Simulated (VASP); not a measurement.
# CoNiO2 (P4/mmm) in VASP: a series of runs

Runs on CoNiO2. Level: PBE+U. Tasks: relaxation of volume and atoms at fixed shape, single point.

All numbers are computed with VASP 6.6.1; they aren't measurements. Logs are shortened: lines on timing, memory, paths and dates and some standing lists are left out, and cuts for length are marked.

**1. The cell of the first run**

It takes space group P4/mmm (No. 123, tetragonal). Conventional cell: a = 3.014 Å, b = 3.014 Å, c = 4.222 Å, α = 90.00°, β = 90.00°, γ = 90.00°. Co (site symmetry 4/mmm) has 6 O at 2.11 to 2.13 Å within 2.8 Å. Ni (site symmetry 4/mmm) has 6 O at 2.11 to 2.13 Å within 2.8 Å. Within 2.8 Å of O (site symmetry 4/mmm) lie 2 Co at 2.11 Å and 4 Ni at 2.13 Å. O (site symmetry 4/mmm) has 2 Ni at 2.11 Å and 4 Co at 2.13 Å within 2.8 Å.

**2. Relaxation of volume and atoms at fixed shape, PBE+U, collinear spin, ferromagnetic start**

INCAR

```
SYSTEM = CoNiO2
PREC = Accurate ; ENCUT = 700
EDIFF = 1E-7 ; ISMEAR = -1
SIGMA = 0.05 ; LREAL = .FALSE.
LASPH = .TRUE. ; NELM = 200
ALGO = Normal ; ISIF = 8
LWAVE = .FALSE. ; LCHARG = .FALSE.
ISPIN = 2 ; MAGMOM = 2.5 1.5 0 0
LORBIT = 11 ; LMAXMIX = 4
LDAU = .TRUE. ; LDAUTYPE = 2
LDAUL = 2 2 -1 ; LDAUU = 2 4 0
LDAUJ = 0 0 0 ; LDAUPRINT = 1
GGA = PE ; IBRION = 2
NSW = 80 ; EDIFFG = -0.01
GGA_COMPAT = .FALSE. ; NELMIN = 4
```

KPOINTS

```
Automatic mesh
0
G
  6 6 4
  0 0 0
```

POSCAR

```
CoNiO2
1.0
    3.0143330000      0.0000000000      0.0000000000
    0.0000000000      3.0143330000      0.0000000000
    0.0000000000      0.0000000000      4.2222850000
Co Ni O
1 1 2
Direct
    0.5000000000      0.5000000000      0.5000000000
    0.0000000000      0.0000000000      0.0000000000
    0.5000000000      0.5000000000      0.0000000000
    0.0000000000      0.0000000000      0.5000000000
```

Potentials or basis: VASP PAW PBE potentials, release 64 (Co_sv, Ni_sv_GW, O).

On the command line:

```
$ cat potpaw_PBE.64/Co_sv/POTCAR potpaw_PBE.64/Ni_sv_GW/POTCAR potpaw_PBE.64/O/POTCAR > POTCAR
$ mpirun -np 1 vasp_std > vasp.out
```

OUTCAR:

```text
SYSTEM = CoNiO2
   PREC = Accurate
   ENCUT = 700
   EDIFF = 1E-7
   ISMEAR = -1
   LREAL = .FALSE.
   LASPH = .TRUE.
   NELM = 200
   ISIF = 8
   ISPIN = 2
   LORBIT = 11
   GGA = PE
   IBRION = 2
   NSW = 80
   EDIFFG = -0.01
   NELMIN = 4

 ion  position               nearest neighbor table
   1  0.500  0.500  0.500-   3 2.11   3 2.11   4 2.13   4 2.13   4 2.13   4 2.13
   2  0.000  0.000  0.000-   4 2.11   4 2.11   3 2.13   3 2.13   3 2.13   3 2.13
   3  0.500  0.500  0.000-   1 2.11   1 2.11   2 2.13   2 2.13   2 2.13   2 2.13
   4  0.000  0.000  0.500-   2 2.11   2 2.11   1 2.13   1 2.13   1 2.13   1 2.13

  LATTYP: Found a simple tetragonal cell.
 ALAT       =     3.0143330000
 C/A-ratio  =     1.4007360832

  Lattice vectors:

 A1 = (   3.0143330000,   0.0000000000,   0.0000000000)
 A2 = (   0.0000000000,   3.0143330000,   0.0000000000)
 A3 = (   0.0000000000,   0.0000000000,   4.2222850000)

Analysis of symmetry for initial positions (statically):
=====================================================================
 Subroutine PRICEL returns:
 Original cell was already a primitive cell.

 Routine SETGRP: Setting up the symmetry group for a
 simple tetragonal supercell.

 Subroutine GETGRP returns: Found 16 space group operations
 (whereof 16 operations were pure point group operations)
 out of a pool of 16 trial point group operations.

The static configuration has the point symmetry D_4h.

Analysis of symmetry for dynamics (positions and initial velocities):
=====================================================================
 Subroutine PRICEL returns:
 Original cell was already a primitive cell.

 Routine SETGRP: Setting up the symmetry group for a
 simple tetragonal supercell.

 Subroutine GETGRP returns: Found 16 space group operations
 (whereof 16 operations were pure point group operations)
 out of a pool of 16 trial point group operations.

The dynamic configuration has the point symmetry D_4h.

Analysis of structural, dynamic, and magnetic symmetry:
=====================================================================
 Subroutine PRICEL returns:
 Original cell was already a primitive cell.

 Routine SETGRP: Setting up the symmetry group for a
 simple tetragonal supercell.

 Subroutine GETGRP returns: Found 16 space group operations
 (whereof 16 operations were pure point group operations)
 out of a pool of 16 trial point group operations.

The overall configuration has the point symmetry D_4h.

 Subroutine INISYM returns: Found 16 space group operations
 (whereof 16 operations are pure point group operations),
 and found     1 'primitive' translations

----------------------------------------------------------------------------------------

                                     Primitive cell

  volume of cell :      38.3645

  direct lattice vectors                    reciprocal lattice vectors
     3.014333000  0.000000000  0.000000000     0.331748350  0.000000000  0.000000000
     0.000000000  3.014333000  0.000000000     0.000000000  0.331748350  0.000000000
     0.000000000  0.000000000  4.222285000     0.000000000  0.000000000  0.236838584

  length of vectors
     3.014333000  3.014333000  4.222285000     0.331748350  0.331748350  0.236838584

  position of ions in fractional coordinates (direct lattice)
     0.500000000  0.500000000  0.500000000
     0.000000000  0.000000000  0.000000000
[... 131 lines left out ...]
  ---------------------------------------------------
  free energy    TOTEN  =       -22.71839905 eV

  energy without entropy =      -22.68681458  energy(sigma->0) =      -22.70260681

------------------------ aborting loop because EDIFF is reached ----------------------------------------

  FORCE on cell =-STRESS in cart. coord.  units (eV):
  Direction    XX          YY          ZZ          XY          YZ          ZX
  --------------------------------------------------------------------------------------
  -------------------------------------------------------------------------------------
  Total        0.3947697      0.3947697      0.2016909      0.0000000      0.0000000      0.0000000
  in kB       16.4863474     16.4863474      8.4230033      0.0000000      0.0000000      0.0000000
  external PRESSURE =      13.7985660 kB  Pullay stress =       0.0000000 kB
[... 57 lines left out ...]
  FREE ENERGIE OF THE ION-ELECTRON SYSTEM (eV)
  ---------------------------------------------------
  free  energy   TOTEN  =       -22.7190030663 eV

  energy  without entropy=      -22.6873476676  energy(sigma->0) =      -22.70317537

atom =   1  type =  1  l = 2

 onsite density matrix

spin component  1

  0.9476  0.0000 -0.0000 -0.0000 -0.0000
  0.0000  0.9192 -0.0000  0.0000  0.0000
 -0.0000 -0.0000  0.9516 -0.0000 -0.0000
 -0.0000  0.0000 -0.0000  0.9192 -0.0000
 -0.0000  0.0000 -0.0000 -0.0000  0.9144

spin component  2

  0.0989  0.0000 -0.0000  0.0000 -0.0000
  0.0000  0.4681 -0.0000  0.0000  0.0000
 -0.0000 -0.0000  0.1166  0.0000  0.0000
  0.0000  0.0000  0.0000  0.4681  0.0000
 -0.0000  0.0000  0.0000  0.0000  0.8999

 occupancies and eigenvectors

  o =  0.0989  v =  0.0000  0.0000  0.0000  0.0000  0.0000  1.0000  0.0000  0.0000  0.0000  0.0000      0.0000  0.0000  0.0000  0.0000  0.0000  0.0000  0.0000  0.0000  0.0000  0.0000
  o =  0.1166  v =  0.0000  0.0000  0.0000  0.0000  0.0000  0.0000  0.0000 -1.0000  0.0000  0.0000      0.0000  0.0000  0.0000  0.0000  0.0000  0.0000  0.0000  0.0000  0.0000  0.0000
  o =  0.4681  v =  0.0000  0.0000  0.0000  0.0000  0.0000  0.0000  0.9817  0.0000  0.1906 -0.0000      0.0000  0.0000  0.0000  0.0000  0.0000  0.0000  0.0000  0.0000  0.0000  0.0000
  o =  0.4681  v =  0.0000  0.0000  0.0000  0.0000  0.0000  0.0000  0.1906 -0.0000 -0.9817  0.0000      0.0000  0.0000  0.0000  0.0000  0.0000  0.0000  0.0000  0.0000  0.0000  0.0000
  o =  0.8999  v =  0.0000  0.0000  0.0000  0.0000  0.0000  0.0000  0.0000  0.0000  0.0000  1.0000      0.0000  0.0000  0.0000  0.0000  0.0000  0.0000  0.0000  0.0000  0.0000  0.0000
  o =  0.9144  v =  0.0000  0.0000  0.0000  0.0000  1.0000  0.0000  0.0000  0.0000  0.0000  0.0000      0.0000  0.0000  0.0000  0.0000  0.0000  0.0000  0.0000  0.0000  0.0000  0.0000
  o =  0.9192  v =  0.0000  0.8464  0.0000  0.5326 -0.0000  0.0000  0.0000  0.0000  0.0000  0.0000      0.0000  0.0000  0.0000  0.0000  0.0000  0.0000  0.0000  0.0000  0.0000  0.0000
  o =  0.9192  v =  0.0000 -0.5326  0.0000  0.8464 -0.0000  0.0000  0.0000  0.0000  0.0000  0.0000      0.0000  0.0000  0.0000  0.0000  0.0000  0.0000  0.0000  0.0000  0.0000  0.0000
  o =  0.9476  v =  1.0000  0.0000  0.0000  0.0000  0.0000  0.0000  0.0000  0.0000  0.0000  0.0000      0.0000  0.0000  0.0000  0.0000  0.0000  0.0000  0.0000  0.0000  0.0000  0.0000
  o =  0.9516  v =  0.0000 -0.0000 -1.0000  0.0000 -0.0000  0.0000  0.0000  0.0000  0.0000  0.0000      0.0000  0.0000  0.0000  0.0000  0.0000  0.0000  0.0000  0.0000  0.0000  0.0000

atom =   2  type =  2  l = 2

 onsite density matrix

spin component  1

  0.9640  0.0000 -0.0000  0.0000 -0.0000
  0.0000  0.9350 -0.0000 -0.0000 -0.0000
 -0.0000 -0.0000  0.9649  0.0000 -0.0000
  0.0000 -0.0000  0.0000  0.9350 -0.0000
 -0.0000 -0.0000 -0.0000 -0.0000  0.9343

spin component  2

  0.1126  0.0000 -0.0000  0.0000  0.0000
  0.0000  0.9262  0.0000 -0.0000  0.0000
 -0.0000  0.0000  0.1161  0.0000 -0.0000
  0.0000 -0.0000  0.0000  0.9262 -0.0000
  0.0000  0.0000 -0.0000 -0.0000  0.9262

 occupancies and eigenvectors

  o =  0.1126  v =  0.0000  0.0000  0.0000  0.0000  0.0000  1.0000  0.0000  0.0000  0.0000  0.0000      0.0000  0.0000  0.0000  0.0000  0.0000  0.0000  0.0000  0.0000  0.0000  0.0000
  o =  0.1161  v =  0.0000  0.0000  0.0000  0.0000  0.0000  0.0000  0.0000  1.0000  0.0000 -0.0000      0.0000  0.0000  0.0000  0.0000  0.0000  0.0000  0.0000  0.0000  0.0000  0.0000
  o =  0.9262  v =  0.0000  0.0000  0.0000  0.0000  0.0000  0.0000 -0.9958  0.0000 -0.0911  0.0000      0.0000  0.0000  0.0000  0.0000  0.0000  0.0000  0.0000  0.0000  0.0000  0.0000
  o =  0.9262  v =  0.0000  0.0000  0.0000  0.0000  0.0000  0.0000 -0.0911 -0.0000  0.9958  0.0000      0.0000  0.0000  0.0000  0.0000  0.0000  0.0000  0.0000  0.0000  0.0000  0.0000
  o =  0.9262  v =  0.0000  0.0000  0.0000  0.0000  0.0000  0.0000  0.0000  0.0000  0.0000  1.0000      0.0000  0.0000  0.0000  0.0000  0.0000  0.0000  0.0000  0.0000  0.0000  0.0000
  o =  0.9343  v =  0.0000  0.0000  0.0000  0.0000  1.0000  0.0000  0.0000  0.0000  0.0000  0.0000      0.0000  0.0000  0.0000  0.0000  0.0000  0.0000  0.0000  0.0000  0.0000  0.0000
  o =  0.9350  v =  0.0000 -0.2219  0.0000 -0.9751  0.0000  0.0000  0.0000  0.0000  0.0000  0.0000      0.0000  0.0000  0.0000  0.0000  0.0000  0.0000  0.0000  0.0000  0.0000  0.0000
  o =  0.9350  v =  0.0000 -0.9751 -0.0000  0.2219  0.0000  0.0000  0.0000  0.0000  0.0000  0.0000      0.0000  0.0000  0.0000  0.0000  0.0000  0.0000  0.0000  0.0000  0.0000  0.0000
  o =  0.9640  v =  1.0000  0.0000  0.0000  0.0000  0.0000  0.0000  0.0000  0.0000  0.0000  0.0000      0.0000  0.0000  0.0000  0.0000  0.0000  0.0000  0.0000  0.0000  0.0000  0.0000
  o =  0.9649  v =  0.0000  0.0000 -1.0000 -0.0000  0.0000  0.0000  0.0000  0.0000  0.0000  0.0000      0.0000  0.0000  0.0000  0.0000  0.0000  0.0000  0.0000  0.0000  0.0000  0.0000

--------------------------------------- Ionic step        3  -------------------------------------------

 number of electron      46.9999993 magnetization       4.9914702

 Free energy of the ion-electron system (eV)
  ---------------------------------------------------
  ext. energy  EPLUGINS =         0.00000000
  ---------------------------------------------------
  free energy    TOTEN  =       -22.71954664 eV

  energy without entropy =      -22.68793450  energy(sigma->0) =      -22.70374057

 E-fermi :   7.8324     XC(G=0): -12.6655

 val. band max:        7.8287015543   @ k =   0.3333   0.3333   0.5000
 cond. band min:       7.8351844917   @ k =   0.3333   0.0000   0.2500
 fundamental gap:      0.0064829374
 Fermi energy:         7.8324324428

 spin component 1

 k-point     1 :       0.0000    0.0000    0.0000
  band No.  band energies     occupation
      1     -97.5212      1.00000
      2     -88.9609      1.00000
      3     -57.9056      1.00000
      4     -57.9056      1.00000
      5     -57.8948      1.00000
      6     -52.8104      1.00000
[... 1610 lines left out ...]
  FREE ENERGIE OF THE ION-ELECTRON SYSTEM (eV)
  ---------------------------------------------------
  free  energy   TOTEN  =       -22.7195466395 eV

  energy  without entropy=      -22.6879344993  energy(sigma->0) =      -22.70374057

 reached required accuracy - stopping structural energy minimisation

 total charge

# of ion       s       p       d       f       tot
--------------------------------------------------
    1        2.146   6.065   6.678   0.000  14.889
    2        2.150   6.201   7.715   0.008  16.074
    3        1.547   3.453   0.000   0.000   5.000
    4        1.547   3.452   0.000   0.000   4.999
--------------------------------------------------
tot          7.389  19.171  14.393   0.008  40.962

 magnetization (x)

# of ion       s       p       d       f       tot
--------------------------------------------------
    1        0.012   0.011   2.596   0.000   2.619
    2        0.012   0.011   1.723   0.001   1.748
    3        0.025   0.217   0.000   0.000   0.242
    4        0.026   0.214   0.000   0.000   0.240
--------------------------------------------------
tot          0.074   0.453   4.320   0.001   4.849
```

Run time: 8.7 min. Hardware: 1 thread of Intel Xeon Platinum 8488C (Sapphire Rapids), shared host; peak memory 0.27 GiB.

Results:

```
Free energy                                           : -22.7195 eV
Relaxed volume                                        : 9.66 Å³/atom
Relaxed cell                                          : a = 3.021 Å, b = 3.021 Å, c = 4.232 Å, α = 90.00°, β = 90.00°, γ = 90.00°
Space group after relaxing (to 0.1 Å)                 : P4/mmm (No. 123)
Energy gained by relaxing                             : 0.3 meV/atom
Ionic steps                                           : 3
Pressure after relaxing                               : 0.0 GPa
Band gap on the k mesh                                : zero (filled and empty bands overlap)
Net moment                                            : 4.99 μB per cell
Site moments                                          : Co +2.62; Ni +1.75; O +0.24 μB
Valence electrons inside the program's atomic spheres : Co 14.89; Ni 16.07; O 5.00
```

Step by step:
```tsv
step	energy change (eV)	largest force (eV/Å)	pressure (GPa)	volume (Å³)
1	0.0000	0.0000	1.38	38.36
2	-0.0006	0.0000	-0.93	38.83
3	-0.0011	0.0000	0.02	38.64
```

Final structure:
```cif
data_structure
_symmetry_space_group_name_H-M 'P 1'
_symmetry_Int_Tables_number 1
_cell_length_a 3.0214
_cell_length_b 3.0214
_cell_length_c 4.2322
_cell_angle_alpha 90.000
_cell_angle_beta 90.000
_cell_angle_gamma 90.000
_cell_volume 38.64
loop_
_atom_site_label
_atom_site_type_symbol
_atom_site_fract_x
_atom_site_fract_y
_atom_site_fract_z
_atom_site_occupancy
Co1 Co 0.50000 0.50000 0.50000 1
Ni1 Ni 0.00000 0.00000 0.00000 1
O1 O 0.50000 0.50000 0.00000 1
O2 O 0.00000 0.00000 0.50000 1
```

Levels at points of the mesh, in eV from the Fermi level:
Spin up:
| k point | band 24 | band 25 | band 26 | band 27 | band 28 | band 29 |
| --- | --- | --- | --- | --- | --- | --- |
| (0.00, 0.00, 0.00) | -3.02 | -2.90 | -2.90 | 0.84 | 5.48 | 9.91 |
| (0.50, 0.00, 0.00) | -1.93 | -1.42 | -0.19 | 6.26 | 6.33 | 10.03 |
| (0.50, 0.50, 0.00) | -3.47 | -3.10 | -2.15 | 5.00 | 5.87 | 9.83 |
| (0.00, 0.00, 0.50) | -2.53 | -2.53 | -2.42 | 4.49 | 4.95 | 12.17 |
| (0.50, 0.00, 0.50) | -1.10 | -0.23 | -0.09 | 4.89 | 5.07 | 8.91 |
| (0.50, 0.50, 0.50) | -3.00 | -2.15 | -1.95 | 7.37 | 8.22 | 9.79 |
Spin down:
```tsv
k point	band 18	band 19	band 20	band 21	band 22	band 23	band 24	band 25
(0.00, 0.00, 0.00)	-2.47	-2.47	-2.11	-0.15	-0.15	0.61	0.65	1.29
(0.50, 0.00, 0.00)	-2.89	-2.35	-0.58	-0.17	0.23	1.20	1.55	2.78
(0.50, 0.50, 0.00)	-3.72	-3.11	-0.54	-0.54	-0.53	1.03	1.09	1.50
(0.00, 0.00, 0.50)	-2.21	-2.18	-2.18	0.26	0.26	0.71	1.15	1.56
(0.50, 0.00, 0.50)	-2.73	-2.69	-0.57	0.17	0.33	2.81	2.91	3.30
(0.50, 0.50, 0.50)	-2.86	-2.86	-0.53	-0.11	-0.11	1.23	1.82	2.19
```

Eigenvalues of the final occupation matrices:
```tsv
site	spin	trace	eigenvalues
site 1 d	1	4.65	0.91 0.92 0.92 0.95 0.95
site 1 d	2	2.05	0.10 0.12 0.47 0.47 0.90
site 2 d	1	4.73	0.93 0.94 0.94 0.96 0.96
site 2 d	2	3.01	0.11 0.12 0.93 0.93 0.93
```

Caveat: the k points lie up to 0.37 Å⁻¹ apart in the final cell, too coarse for converged energies and pressures of a metal. The state reached can hang on the start; a lower one may exist.

[end of part 1 of 2]
